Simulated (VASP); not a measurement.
# BaSr (Cmmm) in VASP: notebook, part 2 of 2

VASP 6.6.1. The steps go on from the part before.

## 3. Single point, LDA (strain -0.1000 x Voigt [1, 1, 0, 0, 0, 0])

INCAR reads:

```
SYSTEM = BaSr
PREC = Accurate ; ENCUT = 520
EDIFF = 1E-6 ; ISMEAR = 0
SIGMA = 0.15 ; LREAL = .False.
LASPH = .True. ; NELM = 100
ALGO = Normal ; ISIF = 2
LWAVE = .False. ; LCHARG = .False.
NBANDS = 17
```

KPOINTS reads:

```
regular mesh
0
Gamma
  12 12 8
  0 0 0
```

POSCAR reads:

```
BaSr
1.0
    2.2577421330     -3.1191493140      0.0000000000
    2.2577421330      3.1191493140      0.0000000000
    0.0000000000      0.0000000000      6.9208264000
Ba Sr
1 1
Direct
    0.0000000000      0.0000000000      0.0000000000
    0.5000000000      0.5000000000      0.5000000000
```

Potentials or basis: VASP PAW LDA potentials, release 64 (Ba_sv, Sr_sv).

Launch:

```
$ cat potpaw_LDA.64/Ba_sv/POTCAR potpaw_LDA.64/Sr_sv/POTCAR > POTCAR
$ mpirun -np 1 vasp_std > vasp.out
```

OUTCAR:

```text
SYSTEM = BaSr
   PREC = Accurate
   ENCUT = 520
   EDIFF = 1E-6
   ISMEAR = 0
   LREAL = .False.
   LASPH = .True.
   NELM = 100
   ISIF = 2

 ion  position               nearest neighbor table
   1  0.000  0.000  0.000-   2 4.13   2 4.13   2 4.13   2 4.13   2 4.66   2 4.66   2 4.66   2 4.66

   2  0.500  0.500  0.500-   1 4.13   1 4.13   1 4.13   1 4.13   1 4.66   1 4.66   1 4.66   1 4.66

  LATTYP: Found a base centered orthorhombic cell.
 ALAT       =     4.5154842660
 B/A-ratio  =     1.3815347946
 C/A-ratio  =     1.5326875242

  Lattice vectors:

 A1 = (   2.2577421330,  -3.1191493140,   0.0000000000)
 A2 = (   2.2577421330,   3.1191493140,   0.0000000000)
 A3 = (   0.0000000000,   0.0000000000,   6.9208264000)

Analysis of symmetry for initial positions (statically):
=====================================================================
 Subroutine PRICEL returns:
 Original cell was already a primitive cell.

 Routine SETGRP: Setting up the symmetry group for a
 base centered orthorhombic supercell.

 Subroutine GETGRP returns: Found  8 space group operations
 (whereof  8 operations were pure point group operations)
 out of a pool of  8 trial point group operations.

The static configuration has the point symmetry D_2h.

Analysis of symmetry for dynamics (positions and initial velocities):
=====================================================================
 Subroutine PRICEL returns:
 Original cell was already a primitive cell.

 Routine SETGRP: Setting up the symmetry group for a
 base centered orthorhombic supercell.

 Subroutine GETGRP returns: Found  8 space group operations
 (whereof  8 operations were pure point group operations)
 out of a pool of  8 trial point group operations.

The dynamic configuration has the point symmetry D_2h.

 Subroutine INISYM returns: Found  8 space group operations
 (whereof  8 operations are pure point group operations),
 and found     1 'primitive' translations

----------------------------------------------------------------------------------------

                                     Primitive cell

  volume of cell :      97.4762

  direct lattice vectors                    reciprocal lattice vectors
     2.257742133 -3.119149314  0.000000000     0.221460189 -0.160300117  0.000000000
     2.257742133  3.119149314  0.000000000     0.221460189  0.160300117  0.000000000
     0.000000000  0.000000000  6.920826400     0.000000000  0.000000000  0.144491415

  length of vectors
     3.850518404  3.850518404  6.920826400     0.273387532  0.273387532  0.144491415

  position of ions in fractional coordinates (direct lattice)
     0.000000000  0.000000000  0.000000000
     0.500000000  0.500000000  0.500000000

  ion indices of the primitive-cell ions
   primitive index   ion index
                 1           1
                 2           2

----------------------------------------------------------------------------------------

 KPOINTS: regular mesh

Automatic generation of k-mesh.
 Grid dimensions read from file:
 generate k-points for:   12   12    8

 Generating k-lattice:

  Cartesian coordinates                     Fractional coordinates (reciprocal lattice)
     0.018455016 -0.013358343  0.000000000     0.083333333  0.000000000  0.000000000
     0.018455016  0.013358343  0.000000000     0.000000000  0.083333333  0.000000000
     0.000000000  0.000000000  0.018061427     0.000000000  0.000000000  0.125000000

  Length of vectors
     0.022782294  0.022782294  0.018061427

  Shift w.r.t. Gamma in fractional coordinates (k-lattice)
     0.000000000  0.000000000  0.000000000

 Subroutine IBZKPT returns following result:
 ===========================================

 Found    215 irreducible k-points:

 Following reciprocal coordinates:
            Coordinates               Weight
  0.000000  0.000000  0.000000      1.000000
  0.083333  0.000000  0.000000      4.000000
  0.166667 -0.000000  0.000000      4.000000
  0.250000  0.000000  0.000000      4.000000
  0.333333 -0.000000  0.000000      4.000000
  0.416667  0.000000  0.000000      4.000000
[... 16 lines left out ...]
  0.500000  0.166667  0.000000      4.000000
 -0.416667  0.166667  0.000000      4.000000
 [... further k-points ...]
   k-points           NKPTS =    215   k-points in BZ     NKDIM =    215   number of bands    NBANDS=     17
   number of dos      NEDOS =    301   number of ions     NIONS =      2
   total plane-waves  NPLWV =  48600
   dimension x,y,z NGX =    30 NGY =   30 NGZ =   54
   dimension x,y,z NGXF=    60 NGYF=   60 NGZF=  108
   ions per type =               1   1
   NGX,Y,Z   is equivalent  to a cutoff of  12.95, 12.95, 12.97 a.u.
   NGXF,Y,Z  is equivalent  to a cutoff of  25.90, 25.90, 25.94 a.u.
 SYSTEM =  BaSr
   PREC   = accura    normal or accurate (medium, high low for compatibility)
   ISTART =      0    job   : 0-new  1-cont  2-samecut
   ICHARG =      2    charge: 1-file 2-atom 10-const
   ISPIN  =      1    spin polarized calculation?
   LNONCOLLINEAR =      F non collinear calculations
   LSORBIT =      F    spin-orbit coupling
   LASPH  =      T    aspherical Exc in radial PAW
   ENCUT  =  520.0 eV  38.22 Ry    6.18 a.u.   7.16  7.16 12.87*2*pi/ulx,y,z
   NELM   =    100;   NELMIN=  2; NELMDL= -5     # of ELM steps
   EDIFF  = 0.1E-05   stopping-criterion for ELM
   LREAL  =      F    real-space projection
   EDIFFG = 0.1E-04   stopping-criterion for IOM
   NSW    =      0    number of steps for IOM
   IBRION =     -1    ionic relax: 0-MD 1-quasi-New 2-CG
   NFREE  =      0    steps in history (QN), initial steepest desc. (CG)
   ISIF   =      2    stress and relaxation
   ISYM   =      2    0-nonsym 1-usesym 2-fastsym
   POTIM  = 0.5000    time-step for ionic-motion
   TEBEG  =    0.0;   TEEND  =   0.0 temperature during run
   PSTRESS=    0.0 pullay stress
   NELECT =      20.0000    total number of electrons
   NUPDOWN=      -1.0000    fix difference up-down
   EMIN   =  10.00;   EMAX   =-10.00  energy-range for DOS
   EFERMI =   0.00;   METHOD = LEGACY
   ISMEAR =     0;   SIGMA  =   0.15  broadening in eV -4-tet -1-fermi 0-gaus
   EFERMI_NEDOS =   21; number of points for ismear=-14 and -15
   IALGO  =     38    algorithm
   IMIX   =      4    mixing-type and parameters
     AMIX     =   0.40;   BMIX     =  1.00
     AMIX_MAG =   1.60;   BMIX_MAG =  1.00
  volume/ion in A,a.u.               =      48.74       328.90
  Fermi-wavevector in a.u.,A,eV,Ry     =   0.965574  1.824669 12.685150  0.932332
  Thomas-Fermi vector in A             =   2.095302
   LORBIT       =      0    0 simple, 1 ext, 2 COOP (PROOUT), +10 PAW based schemes
   GGA     = CA    functional components
   LHFCALC =     F    Hartree Fock is set to
   AEXX    =    0.0000 exact exchange contribution
   IVDW    =     0    specifies the selected vdW correction
   LEPSILON=     F    determine dielectric tensor
   LRPA    =     F    only Hartree local field effects (RPA)
 non-spin polarized calculation
 Gauss-broadening in eV      SIGMA  =   0.15
  energy-cutoff  :      520.00
  volume of cell :       97.48
 maximum number of plane-waves:      2660
 NGX is ok and might be reduce to    30
   NGX = 15   NGY = 15   NGZ = 25

 number of electron      20.0000000 magnetization

 Free energy of the ion-electron system (eV)
  ---------------------------------------------------
  ext. energy  EPLUGINS =         0.00000000
  ---------------------------------------------------
  free energy    TOTEN  =        -4.10706561 eV

  energy without entropy =       -4.08151328  energy(sigma->0) =       -4.09428945

 E-fermi :   2.0555     XC(G=0):  -8.2207

 val. band max:        2.0554806160   @ k =  -0.3333   0.2500   0.1250
 cond. band min:       2.0595031063   @ k =   0.5000   0.2500   0.3750
 fundamental gap:      0.0040224903
 Fermi energy:         2.0555374433

 k-point     1 :       0.0000    0.0000    0.0000
  band No.  band energies     occupation
      1     -34.0356      2.00000
      2     -26.4250      2.00000
      3     -16.1574      2.00000
      4     -16.0233      2.00000
      5     -15.9676      2.00000
      6     -11.6659      2.00000
[... 9 lines left out ...]
     16       6.0677      0.00000
     17       6.1974      0.00000
[... 441 lines left out ...]
 k-point    24 :      -0.4167    0.1667    0.0000
  band No.  band energies     occupation
      1     -34.0121      2.00000
      2     -26.3230      2.00000
      3     -16.2679      2.00000
      4     -16.1105      2.00000
      5     -16.0578      2.00000
      6     -12.0382      2.00000
[... 9 lines left out ...]
     16       5.8835      0.00000
     17       6.1509      0.00000

 [... further k-points ...]
[... 5 lines left out ...]
  --------------------------------------------------------------------------------------
  -------------------------------------------------------------------------------------
  Total        0.4862731      1.2533463     -0.6852383      0.0000000      0.0000000      0.0000000
  in kB        7.9926789     20.6007584    -11.2629909      0.0000000      0.0000000      0.0000000
  external PRESSURE =       5.7768155 kB  Pullay stress =       0.0000000 kB

 VOLUME and BASIS-vectors are now :
 -----------------------------------------------------------------------------
  energy-cutoff  :      520.00
  volume of cell :       97.48
      direct lattice vectors                 reciprocal lattice vectors
     2.257742133 -3.119149314  0.000000000     0.221460189 -0.160300117  0.000000000
     2.257742133  3.119149314  0.000000000     0.221460189  0.160300117  0.000000000
     0.000000000  0.000000000  6.920826400     0.000000000  0.000000000  0.144491415

 POSITION                                       TOTAL-FORCE (eV/Angst)
 -----------------------------------------------------------------------------------
      0.00000      0.00000      0.00000         0.000000      0.000000      0.000000
      2.25774      0.00000      3.46041         0.000000      0.000000      0.000000
 -----------------------------------------------------------------------------------
    total drift:                               -0.000000      0.000000      0.000000

  FREE ENERGIE OF THE ION-ELECTRON SYSTEM (eV)
  ---------------------------------------------------
  free  energy   TOTEN  =        -4.1070656105 eV

  energy  without entropy=       -4.0815132826  energy(sigma->0) =       -4.09428945
```

It took 2.3 min on 1 thread of Intel Xeon 6975P-C (Granite Rapids), shared host; peak memory 0.48 GiB.

Results:

| Quantity | Value |
| --- | --- |
| Free energy | -4.1071 eV |
| Pressure | 0.6 GPa |
| Band gap on the k mesh | zero (band 10 reaches 2.39 eV, above the bottom of band 11 at 1.55 eV) |

Stress tensor (GPa, compression positive):
```
 0.80  0.00  0.00
 0.00  2.06  0.00
 0.00  0.00 -1.13
```

Levels at points of the mesh, in eV from the Fermi level:
| k point | band 8 | band 9 | band 10 | band 11 | band 12 | band 13 |
| --- | --- | --- | --- | --- | --- | --- |
| (0.00, 0.00, 0.00) | -13.17 | -3.35 | -1.12 | 0.82 | 0.98 | 1.96 |
| (0.50, 0.00, 0.00) | -13.26 | -0.60 | -0.45 | -0.04 | 0.58 | 0.82 |
| (0.50, 0.50, 0.00) | -13.50 | -1.11 | -0.60 | -0.51 | 1.12 | 1.53 |
| (0.00, 0.00, 0.50) | -13.17 | -2.48 | -1.97 | 0.75 | 1.02 | 1.49 |
| (0.50, 0.00, 0.50) | -13.26 | -1.31 | -0.79 | 0.63 | 0.95 | 0.98 |
| (0.50, 0.50, 0.50) | -13.51 | -0.74 | -0.16 | -0.09 | 0.73 | 2.01 |

Caveat: the cell differs from its parent crystal (strain -0.1000 x Voigt [1, 1, 0, 0, 0, 0]); spin-orbit coupling is left out, which moves the levels of the heavy elements.
